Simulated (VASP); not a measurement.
A run of VASP 6.6.1 is set up as follows.

The input INCAR:

```
ALGO = Fast ; EDIFF = 1E-6
ENCUT = 520 ; GGA = PS
ISIF = 2 ; ISMEAR = 0
LASPH = True ; LCHARG = True
LELF = True ; LREAL = False
LVHAR = True ; LWAVE = False
NBANDS = 14 ; NELM = 100
PREC = Accurate ; SIGMA = 0.15
```

Contents of KPOINTS:

```
k-points
0
Gamma
  18 18 6
```

POSCAR

```
Al
1.0
    2.8362844918      0.0000000000      0.0000000000
   -1.4181422459      2.4562944222      0.0000000000
    0.0000000000      0.0000000000      9.3221494563
Al
4
Direct
    0.0000000000      0.0000000000      0.0000000000
    0.3333333333      0.6666666667      0.2500000000
    0.0000000000      0.0000000000      0.5000000000
    0.6666666667      0.3333333333      0.7500000000
```

Potentials or basis: VASP PAW PBE potentials, release 64 (Al).

The run is started by

```sh
$ cat potpaw_PBE.64/Al/POTCAR > POTCAR
$ mpirun -np 1 vasp_std > vasp.out
```

(1) Predict the band gap on the k mesh.

(2) What does it give for the pressure?

Answers

(1) zero (bands 6 and 7 overlap by 5.43 eV).

(2) 0.1 GPa.

Caveat: the PAW data sets were made with another functional, which shifts forces and pressure a little.
